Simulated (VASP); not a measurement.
## ZrSiO: single point with PBEsol

ZrSiO:

```xyz
6
Lattice="3.3637 0.0000 0.0000 0.0000 3.3637 0.0000 0.0000 0.0000 7.4486" Properties=species:S:1:pos:R:3 pbc="T T T"
Zr    0.0000    1.6818    5.1514
Zr    1.6818    0.0000    2.2972
Si    1.6818    1.6818    0.0000
Si    0.0000    0.0000    0.0000
O     0.0000    1.6818    2.8953
O     1.6818    0.0000    4.5533
```

| Item | Value |
| --- | --- |
| Program | VASP 6.6.1 |
| Task | single point |
| Functional | PBEsol |
| Potentials or basis | VASP PAW PBE potentials, release 64 (Zr_sv, Si, O) |
| Cutoff | 520 eV |
| k mesh | 7 × 7 × 3 |
| Occupations | fermi-dirac, width 0.1 eV |
| Spin | no spin polarisation |
| Dipole correction | no |
| Further INCAR settings | ALGO = Normal; EDIFF = 1e-06; NBANDS = 31 |

```
Pressure               : -12.4 GPa
Largest force          : 0.312 eV/Å
Band gap on the k mesh : zero (bands 22 and 23 overlap by 0.26 eV)
```

Forces in eV/Å, atoms in the order of the input:
```
Zr   0.000  0.000 -0.312
Zr   0.000  0.000  0.312
Si   0.000  0.000  0.000
Si   0.000  0.000  0.000
O    0.000  0.000  0.289
O    0.000  0.000 -0.289
```

Stress tensor (GPa, compression positive):
```
-12.06   0.00   0.00
  0.00 -12.06   0.00
  0.00   0.00 -13.20
```

Levels at points of the mesh, in eV from the Fermi level:
```csv
k point,band 18,band 19,band 20,band 21,band 22,band 23,band 24,band 25,band 26,band 27
"(0.00, 0.00, 0.00)",-3.02,-2.83,-2.58,-2.58,-2.12,-0.07,0.54,1.12,1.12,1.46
```

Wall time 61 s on 1 thread of Intel(R) Xeon(R) 6975P-C (Granite Rapids), on a shared host, peak memory 0.21 GiB.

Caveat: the cell stands under tension; the PAW data sets were made with another functional, which shifts forces and pressure a little.
